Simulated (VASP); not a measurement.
# MgTl in VASP: a series of runs, part 2 of 2

VASP 6.6.1.

## (3) Single point, LDA (volume scaled by 0.99)

The input, INCAR:

```
SYSTEM = MgTl
  PREC = Accurate
  ENCUT = 520
  EDIFF = 1E-6
  ISMEAR = -1
  SIGMA = 0.05
  LREAL = .FALSE.
  LASPH = .TRUE.
  NELM = 60
  ALGO = Normal
  ISIF = 2
  LWAVE = .FALSE.
  LCHARG = .FALSE.
  NBANDS = 14
```

The input, KPOINTS:

```
regular mesh
0
G
  9 9 9
  0 0 0
```

The input, POSCAR:

```
MgTl
1.0
    3.6228427186      0.0000000000      0.0000000000
    0.0000000000      3.6228427186      0.0000000000
    0.0000000000      0.0000000000      3.6228427186
Mg Tl
1 1
Direct
    0.0000000000      0.0000000000      0.0000000000
    0.5000000000      0.5000000000      0.5000000000
```

Potentials or basis: VASP PAW LDA potentials, release 64 (Mg, Tl_d).

Launch:

```sh
$ cat potpaw_LDA.64/Mg/POTCAR potpaw_LDA.64/Tl_d/POTCAR > POTCAR
$ mpirun -np 1 vasp_std > vasp.out
```

It took 20 s on 1 thread of Intel Xeon Platinum 8259CL at 2.50GHz (Skylake/Cascade Lake), shared host; peak memory 0.15 GiB.

The run converged. Its results:

- Free energy: -5.0597 eV
- Pressure: -2.4 GPa

Levels at points of the mesh, in eV from the Fermi level:
| k point | band 3 | band 4 | band 5 | band 6 | band 7 | band 8 | band 9 | band 10 | band 11 | band 12 |
| --- | --- | --- | --- | --- | --- | --- | --- | --- | --- | --- |
| (0.00, 0.00, 0.00) | -11.48 | -11.48 | -11.48 | -9.71 | 2.36 | 2.36 | 2.36 | 3.37 | 5.32 | 5.32 |

Caveat: spin-orbit coupling is left out, which moves the levels of the heavy elements.

## (4) Single point, LDA (volume scaled by 1.02)

The input, INCAR:

```
SYSTEM = MgTl
PREC = Accurate
ENCUT = 520
EDIFF = 1E-6
ISMEAR = -1
SIGMA = 0.05
LREAL = .False.
LASPH = .True.
NELM = 100
ALGO = Normal
ISIF = 2
LWAVE = .False.
LCHARG = .False.
NBANDS = 14
```

The input, KPOINTS:

```
regular mesh
0
Gamma
  9 9 9
  0 0 0
```

The input, POSCAR:

```
MgTl
1.0
    3.6590735492      0.0000000000      0.0000000000
    0.0000000000      3.6590735492      0.0000000000
    0.0000000000      0.0000000000      3.6590735492
Mg Tl
1 1
Direct
    0.0000000000      0.0000000000      0.0000000000
    0.5000000000      0.5000000000      0.5000000000
```

Launch:

```sh
$ cat potpaw_LDA.64/Mg/POTCAR potpaw_LDA.64/Tl_d/POTCAR > POTCAR
$ mpirun -np 1 vasp_std > vasp.out
```

It took 20 s on 1 thread of Intel Xeon Platinum 8259CL at 2.50GHz (Skylake/Cascade Lake), shared host; peak memory 0.15 GiB.

Results (log left out):

```yaml
Free_energy: -5.0345 eV
Pressure: -3.3 GPa
```

Levels at points of the mesh, in eV from the Fermi level:
```csv
k point,band 3,band 4,band 5,band 6,band 7,band 8,band 9,band 10,band 11,band 12
"(0.00, 0.00, 0.00)",-11.44,-11.44,-11.44,-9.51,2.33,2.33,2.33,3.13,5.28,5.28
```

Caveat: spin-orbit coupling is left out, which moves the levels of the heavy elements.

## (5) Single point, LDA (volume scaled by 1.06)

The input, INCAR:

```
SYSTEM = MgTl
ALGO     = Normal         ! electronic algorithm
EDIFF    = 1E-6           ! SCF threshold, eV
ENCUT    = 520            ! plane-wave cutoff, eV
ISIF     = 2              ! what is computed and relaxed
ISMEAR   = -1             ! smearing method
LASPH    = .TRUE.         ! aspherical terms in the spheres
LCHARG   = .TRUE.         ! write CHGCAR
LELF     = .TRUE.         ! ELF
LREAL    = .FALSE.        ! projectors in reciprocal space
LVHAR    = .TRUE.       
LWAVE    = .FALSE.        ! write WAVECAR
NBANDS   = 14             ! bands
NELM     = 60             ! most SCF steps
PREC     = Accurate       ! precision mode
SIGMA    = 0.05           ! smearing width, eV
```

The input, KPOINTS:

```
k-points
0
G
  9 9 9
  0 0 0
```

The input, POSCAR:

```
MgTl
1.0
    3.7062926095      0.0000000000      0.0000000000
    0.0000000000      3.7062926095      0.0000000000
    0.0000000000      0.0000000000      3.7062926095
Mg Tl
1 1
Direct
    0.0000000000      0.0000000000      0.0000000000
    0.5000000000      0.5000000000      0.5000000000
```

Launch:

```sh
$ cat potpaw_LDA.64/Mg/POTCAR potpaw_LDA.64/Tl_d/POTCAR > POTCAR
$ mpirun -np 1 vasp_std > vasp.out
```

Run time: 19 s. Hardware: 1 thread of Intel Xeon Platinum 8259CL at 2.50GHz (Skylake/Cascade Lake), shared host; peak memory 0.15 GiB.

It converged, with:

```yaml
Free_energy: -4.9885 eV
Pressure: -4.4 GPa
```

Levels at points of the mesh, in eV from the Fermi level:
```csv
k point,band 5,band 6,band 7,band 8,band 9,band 10
"(0.00, 0.00, 0.00)",-11.38,-9.27,2.31,2.31,2.31,2.83
```

Caveat: spin-orbit coupling is left out, which moves the levels of the heavy elements.

## (6) Single point, LDA (zz strain of +1 %)

The input, INCAR:

```
SYSTEM = MgTl
PREC = Accurate ; ENCUT = 520
EDIFF = 1E-6 ; ISMEAR = -1
SIGMA = 0.05 ; LREAL = .False.
LASPH = .True. ; NELM = 100
ALGO = Normal ; ISIF = 2
LWAVE = .False. ; LCHARG = .False.
GGA = CA ; NBANDS = 14
```

The input, KPOINTS:

```
Automatic mesh
0
Gamma
  9 9 9
  0 0 0
```

The input, POSCAR:

```
MgTl
1.0
    3.6350000000      0.0000000000      0.0000000000
    0.0000000000      3.6350000000      0.0000000000
    0.0000000000      0.0000000000      3.6713500000
Mg Tl
1 1
Direct
    0.0000000000      0.0000000000      0.0000000000
    0.5000000000      0.5000000000      0.5000000000
```

Potentials or basis: VASP PAW LDA potentials, release 64 (Mg, Tl_d).

Launch:

```sh
$ cat potpaw_LDA.64/Mg/POTCAR potpaw_LDA.64/Tl_d/POTCAR > POTCAR
$ mpirun -np 1 vasp_std > vasp.out
```

OUTCAR:

```text
SYSTEM = MgTl
   PREC = Accurate
   ENCUT = 520
   EDIFF = 1E-6
   ISMEAR = -1
   LREAL = .False.
   LASPH = .True.
   NELM = 100
   ISIF = 2
   GGA = CA

 ion  position               nearest neighbor table
   1  0.000  0.000  0.000-   2 3.16   2 3.16   2 3.16   2 3.16   2 3.16   2 3.16   2 3.16   2 3.16

   2  0.500  0.500  0.500-   1 3.16   1 3.16   1 3.16   1 3.16   1 3.16   1 3.16   1 3.16   1 3.16

  LATTYP: Found a simple tetragonal cell.
 ALAT       =     3.6350000000
 C/A-ratio  =     1.0100000000

  Lattice vectors:

[... 587 lines left out ...]
     10      10.2150      0.00000
     11      10.4854      0.00000
     12      13.3351      0.00000
     13      14.1112      0.00000
     14      14.8444      0.00000

 [... further k-points ...]
[... 5 lines left out ...]
  --------------------------------------------------------------------------------------
  -------------------------------------------------------------------------------------
  Total       -0.9533225     -0.9533225     -0.8536542      0.0000000      0.0000000      0.0000000
  in kB      -31.4858775    -31.4858775    -28.1940825      0.0000000      0.0000000      0.0000000
  external PRESSURE =     -30.3886125 kB  Pullay stress =       0.0000000 kB

 VOLUME and BASIS-vectors are now :
 -----------------------------------------------------------------------------
  energy-cutoff  :      520.00
  volume of cell :       48.51
      direct lattice vectors                 reciprocal lattice vectors
     3.635000000  0.000000000  0.000000000     0.275103164  0.000000000  0.000000000
     0.000000000  3.635000000  0.000000000     0.000000000  0.275103164  0.000000000
     0.000000000  0.000000000  3.671350000     0.000000000  0.000000000  0.272379370

 POSITION                                       TOTAL-FORCE (eV/Angst)
 -----------------------------------------------------------------------------------
      0.00000      0.00000      0.00000         0.000000      0.000000      0.000000
      1.81750      1.81750      1.83567         0.000000      0.000000      0.000000
 -----------------------------------------------------------------------------------
    total drift:                                0.000000      0.000000      0.000000

  FREE ENERGIE OF THE ION-ELECTRON SYSTEM (eV)
  ---------------------------------------------------
  free  energy   TOTEN  =        -5.0442302286 eV

  energy  without entropy=       -5.0360099249  energy(sigma->0) =       -5.04012008
```

Run time: 26 s. Hardware: 1 thread of AMD EPYC 7R13, shared host; peak memory 0.18 GiB.

What came out:

```
Free energy : -5.0442 eV
Pressure    : -3.0 GPa
```

Caveat: the cell differs from its parent crystal (zz strain of +1 %); spin-orbit coupling is left out, which moves the levels of the heavy elements.

## (7) The runs side by side

```tsv
cell	gap on the mesh (eV)	pressure (GPa)
a = 3.586 Å, 2 atoms	none	-1.2
a = 3.623 Å, 2 atoms	none	-2.4
a = 3.659 Å, 2 atoms	none	-3.3
a = 3.706 Å, 2 atoms	none	-4.4
a = 3.635, b = 3.635, c = 3.671 Å, 2 atoms	none	-3.0
```

Alike in all rows: task single point; level LDA; potentials or basis VASP PAW LDA potentials, release 64 (Mg, Tl_d); no spin polarisation; k mesh 9 × 9 × 9; cutoff (eV) 520; smearing fermi-dirac 0.05 eV.

Caveats: spin-orbit coupling is left out, which moves the levels of the heavy elements.

Absolute energies hang on the potentials; compare differences alone.
